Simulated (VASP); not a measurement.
# PbS (R3m) in VASP: notebook

Runs on PbS. Level: PBE. Tasks: single point.

Program: VASP 6.6.1. These are calculated values, not measurements. Logs are shortened: lines on timing, memory, paths and dates and some standing lists are left out, and cuts for length are marked.

## (1) The cell of the first run

Symmetry: R3m, No. 160, trigonal system. The conventional cell has a = 4.225 Å, b = 4.225 Å, c = 10.356 Å, α = 90.00°, β = 90.00°, γ = 120.00°. Within 3.9 Å of Pb (site symmetry 3m) lie 6 S at 2.96 to 3.02 Å. S (site symmetry 3m) has 6 Pb at 2.96 to 3.02 Å within 3.9 Å.

## (2) Single point, PBE

File INCAR:

```
ALGO = Normal ; EDIFF = 1E-6
ENCUT = 500 ; GGA = PE
GGA_COMPAT = F ; ISIF = 2
ISMEAR = 0 ; LASPH = T
LCHARG = F ; LREAL = F
LWAVE = F ; NBANDS = 17
NELM = 120 ; PREC = Accurate
SIGMA = 0.1
```

File KPOINTS:

```
k-points
0
Gamma
  3 3 3
```

File POSCAR:

```
PbS
1.0
    2.1126617058      1.2197458045      3.4519162518
   -2.1126617058      1.2197458045      3.4519162518
    0.0000000000     -2.4394916091      3.4519162518
Pb S
1 1
Direct
    0.9805657800      0.9805657800      0.9805657800
    0.4750355500      0.4750355500      0.4750355500
```

Potentials or basis: VASP PAW PBE potentials, release 64 (Pb_d, S).

Launch:

```bash
cat potpaw_PBE.64/Pb_d/POTCAR potpaw_PBE.64/S/POTCAR > POTCAR
mpirun -np 1 vasp_std > vasp.out
```

OUTCAR:

```text
EDIFF = 1E-6
   ENCUT = 500
   GGA = PE
   ISIF = 2
   ISMEAR = 0
   LASPH = T
   LREAL = F
   NELM = 120
   PREC = Accurate

 ion  position               nearest neighbor table
   1  0.981  0.981  0.981-   2 2.96   2 2.96   2 2.96   2 3.02   2 3.02   2 3.02
   2  0.475  0.475  0.475-   1 2.96   1 2.96   1 2.96   1 3.02   1 3.02   1 3.02

  LATTYP: Found a trigonal (rhomboedric) cell.
 ALAT       =     4.2269191050
 COS(alpha) =     0.5003774362

  Lattice vectors:

 A1 = (   2.1126617058,   1.2197458045,   3.4519162518)
 A2 = (  -2.1126617058,   1.2197458045,   3.4519162518)
 A3 = (   0.0000000000,  -2.4394916091,   3.4519162518)

Analysis of symmetry for initial positions (statically):
=====================================================================
 Subroutine PRICEL returns:
 Original cell was already a primitive cell.

 Routine SETGRP: Setting up the symmetry group for a
 trigonal (rhombohedral) supercell.

 Subroutine GETGRP returns: Found  6 space group operations
 (whereof  6 operations were pure point group operations)
 out of a pool of 12 trial point group operations.

The static configuration has the point symmetry C_3v.

Analysis of symmetry for dynamics (positions and initial velocities):
=====================================================================
 Subroutine PRICEL returns:
 Original cell was already a primitive cell.

 Routine SETGRP: Setting up the symmetry group for a
 trigonal (rhombohedral) supercell.

 Subroutine GETGRP returns: Found  6 space group operations
 (whereof  6 operations were pure point group operations)
 out of a pool of 12 trial point group operations.

The dynamic configuration has the point symmetry C_3v.

 Subroutine INISYM returns: Found  6 space group operations
 (whereof  6 operations are pure point group operations),
 and found     1 'primitive' translations

----------------------------------------------------------------------------------------

                                     Primitive cell

  volume of cell :      53.3717

  direct lattice vectors                    reciprocal lattice vectors
     2.112661706  1.219745805  3.451916252     0.236668274  0.136640492  0.096564722
    -2.112661706  1.219745805  3.451916252    -0.236668274  0.136640492  0.096564722
     0.000000000 -2.439491609  3.451916252     0.000000000 -0.273280984  0.096564722

[... 60 lines left out ...]
   LSORBIT =      F    spin-orbit coupling
   LASPH  =      T    aspherical Exc in radial PAW
   ENCUT  =  500.0 eV  36.75 Ry    6.06 a.u.   7.71  7.71  7.71*2*pi/ulx,y,z
   NELM   =    120;   NELMIN=  2; NELMDL= -5     # of ELM steps
   EDIFF  = 0.1E-05   stopping-criterion for ELM
   LREAL  =      F    real-space projection
   EDIFFG = 0.1E-04   stopping-criterion for IOM
   NSW    =      0    number of steps for IOM
   IBRION =     -1    ionic relax: 0-MD 1-quasi-New 2-CG
   NFREE  =      0    steps in history (QN), initial steepest desc. (CG)
   ISIF   =      2    stress and relaxation
   ISYM   =      2    0-nonsym 1-usesym 2-fastsym
   POTIM  = 0.5000    time-step for ionic-motion
   TEBEG  =    0.0;   TEEND  =   0.0 temperature during run
   PSTRESS=    0.0 pullay stress
   NELECT =      20.0000    total number of electrons
   NUPDOWN=      -1.0000    fix difference up-down
   EMIN   =  10.00;   EMAX   =-10.00  energy-range for DOS
   EFERMI =   0.00;   METHOD = LEGACY
   ISMEAR =     0;   SIGMA  =   0.10  broadening in eV -4-tet -1-fermi 0-gaus
   EFERMI_NEDOS =   21; number of points for ismear=-14 and -15
   IALGO  =     38    algorithm
   IMIX   =      4    mixing-type and parameters
     AMIX     =   0.40;   BMIX     =  1.00
     AMIX_MAG =   1.60;   BMIX_MAG =  1.00
  volume/ion in A,a.u.               =      26.69       180.08
  Fermi-wavevector in a.u.,A,eV,Ry     =   1.180270  2.230386 18.953411  1.393036
  Thomas-Fermi vector in A             =   2.316565
   LORBIT       =      0    0 simple, 1 ext, 2 COOP (PROOUT), +10 PAW based schemes
   GGA     = PE    functional components
   LHFCALC =     F    Hartree Fock is set to
   AEXX    =    0.0000 exact exchange contribution
   IVDW    =     0    specifies the selected vdW correction
   LEPSILON=     F    determine dielectric tensor
   LRPA    =     F    only Hartree local field effects (RPA)
 non-spin polarized calculation
 Gauss-broadening in eV      SIGMA  =   0.10
  energy-cutoff  :      500.00
  volume of cell :       53.37
 maximum number of plane-waves:      1363
   NGX = 15   NGY = 15   NGZ = 15

 number of electron      20.0000002 magnetization

 Free energy of the ion-electron system (eV)
  ---------------------------------------------------
  ext. energy  EPLUGINS =         0.00000000
  ---------------------------------------------------
  free energy    TOTEN  =        -8.87473788 eV

  energy without entropy =       -8.87473788  energy(sigma->0) =       -8.87473788

 E-fermi :   5.2731     XC(G=0):  -9.5921

 val. band max:        4.7777378291   @ k =   0.3333  -0.0000  -0.0000
 cond. band min:       6.9989845233   @ k =   0.3333  -0.0000  -0.0000
 fundamental gap:      2.2212466941
 Fermi energy:         5.2731106953

 k-point     1 :       0.0000    0.0000    0.0000
  band No.  band energies     occupation
      1     -11.2861      2.00000
      2     -11.2857      2.00000
      3     -11.2857      2.00000
      4     -11.2704      2.00000
      5     -11.2704      2.00000
      6      -7.9085      2.00000
[... 97 lines left out ...]
      4     -11.2552      2.00000
      5     -11.2428      2.00000
      6      -6.4169      2.00000
[... 9 lines left out ...]
     16      15.6387      0.00000
     17      17.3486      0.00000

------------------------ aborting loop because EDIFF is reached ----------------------------------------

  FORCE on cell =-STRESS in cart. coord.  units (eV):
  Direction    XX          YY          ZZ          XY          YZ          ZX
  --------------------------------------------------------------------------------------
  -------------------------------------------------------------------------------------
  Total       -0.0383073     -0.0383073     -0.0387704      0.0000000      0.0000000      0.0000000
  in kB       -1.1499559     -1.1499559     -1.1638569      0.0000000      0.0000000      0.0000000
  external PRESSURE =      -1.1545896 kB  Pullay stress =       0.0000000 kB

 VOLUME and BASIS-vectors are now :
 -----------------------------------------------------------------------------
  energy-cutoff  :      500.00
  volume of cell :       53.37
      direct lattice vectors                 reciprocal lattice vectors
     2.112661706  1.219745805  3.451916252     0.236668274  0.136640492  0.096564722
    -2.112661706  1.219745805  3.451916252    -0.236668274  0.136640492  0.096564722
     0.000000000 -2.439491609  3.451916252     0.000000000 -0.273280984  0.096564722

 POSITION                                       TOTAL-FORCE (eV/Angst)
 -----------------------------------------------------------------------------------
      0.00000     -0.00000     10.15449         0.000000      0.000000     -0.004768
      0.00000     -0.00000      4.91935         0.000000     -0.000000      0.004768
 -----------------------------------------------------------------------------------
    total drift:                                0.000000     -0.000000     -0.000174

  FREE ENERGIE OF THE ION-ELECTRON SYSTEM (eV)
  ---------------------------------------------------
  free  energy   TOTEN  =        -8.8747378774 eV

  energy  without entropy=       -8.8747378774  energy(sigma->0) =       -8.87473788
```

OSZICAR:

```text
N       E                     dE             d eps       ncg     rms          rms(c)
DAV:   1     0.148065817164E+03    0.14807E+03   -0.91586E+03   204   0.121E+03
DAV:   2     0.199108787800E+01   -0.14607E+03   -0.14156E+03   213   0.302E+02
DAV:   3    -0.907444004036E+01   -0.11066E+02   -0.10980E+02   260   0.876E+01
DAV:   4    -0.934412548302E+01   -0.26969E+00   -0.26942E+00   247   0.154E+01
DAV:   5    -0.935341131768E+01   -0.92858E-02   -0.92856E-02   271   0.259E+00    0.500E+00
DAV:   6    -0.887212391691E+01    0.48129E+00   -0.14589E+00   335   0.797E+00    0.357E+00
DAV:   7    -0.887222305190E+01   -0.99135E-04   -0.12456E-01   230   0.176E+00    0.200E+00
DAV:   8    -0.887482908410E+01   -0.26060E-02   -0.13830E-02   214   0.117E+00    0.248E-01
DAV:   9    -0.887459749407E+01    0.23159E-03   -0.28787E-03   293   0.416E-01    0.623E-02
DAV:  10    -0.887472463225E+01   -0.12714E-03   -0.40224E-04   238   0.136E-01    0.180E-02
DAV:  11    -0.887473740081E+01   -0.12769E-04   -0.28970E-05   252   0.387E-02    0.621E-03
DAV:  12    -0.887473787739E+01   -0.47658E-06   -0.21842E-06   219   0.177E-02
   1 F= -.88747379E+01 E0= -.88747379E+01  d E =-.338862E-12
```

Wall time 11 s (1 thread of AMD EPYC 7R13, shared host); peak memory 0.14 GiB.

Results:

```yaml
Free_energy: -8.8747 eV
Pressure: -0.1 GPa
Largest_force: 0.005 eV/Å
```

Forces on the atoms (eV/Å):
```
Pb   0.000  0.000 -0.005
S    0.000  0.000  0.005
```

Levels at points of the mesh, in eV from the Fermi level:
| k point | band 7 | band 8 | band 9 | band 10 | band 11 | band 12 | band 13 | band 14 |
| --- | --- | --- | --- | --- | --- | --- | --- | --- |
| (0.00, 0.00, 0.00) | -5.85 | -1.85 | -1.85 | -1.84 | 5.35 | 5.38 | 5.38 | 7.03 |

Caveat: the k points lie up to 0.61 Å⁻¹ apart; this odd mesh misses L, where the gap lies, so gap, dielectric constants and Born charges aren't listed; spin-orbit coupling is left out, which moves the levels of the heavy elements.

## (3) Single point, PBE

File INCAR:

```
SYSTEM = PbS
ALGO = Normal
EDIFF = 1E-6
ENCUT = 500
GGA = PE
GGA_COMPAT = .False.
ISIF = 2
ISMEAR = 0
LASPH = .True.
LCHARG = .False.
LREAL = .False.
LWAVE = .False.
NBANDS = 17
NELM = 120
PREC = Accurate
SIGMA = 0.1
```

File KPOINTS:

```
k-points
0
Gamma
  3 3 3
  0 0 0
```

POSCAR is that of step 2.

Potentials or basis: VASP PAW PBE potentials, release 64 (Pb_d, S).

Launch:

```bash
cat potpaw_PBE.64/Pb_d/POTCAR potpaw_PBE.64/S/POTCAR > POTCAR
mpirun -np 1 vasp_std > vasp.out
```

Wall time 14 s (1 thread of AMD EPYC 7R13, shared host); peak memory 0.14 GiB.

Results (log left out):

| Property | Result |
| --- | --- |
| Free energy | -8.8747 eV |
| Pressure | -0.1 GPa |
| Largest force | 0.005 eV/Å |

Forces on the atoms (eV/Å):
```
Pb   0.000  0.000 -0.005
S    0.000  0.000  0.005
```

Levels at points of the mesh, in eV from the Fermi level:
```csv
k point,band 7,band 8,band 9,band 10,band 11,band 12,band 13,band 14
"(0.00, 0.00, 0.00)",-5.85,-1.85,-1.85,-1.84,5.35,5.38,5.38,7.03
```

Caveat: the k points lie up to 0.61 Å⁻¹ apart; this odd mesh misses L, where the gap lies, so gap, dielectric constants and Born charges aren't listed; spin-orbit coupling is left out, which moves the levels of the heavy elements.
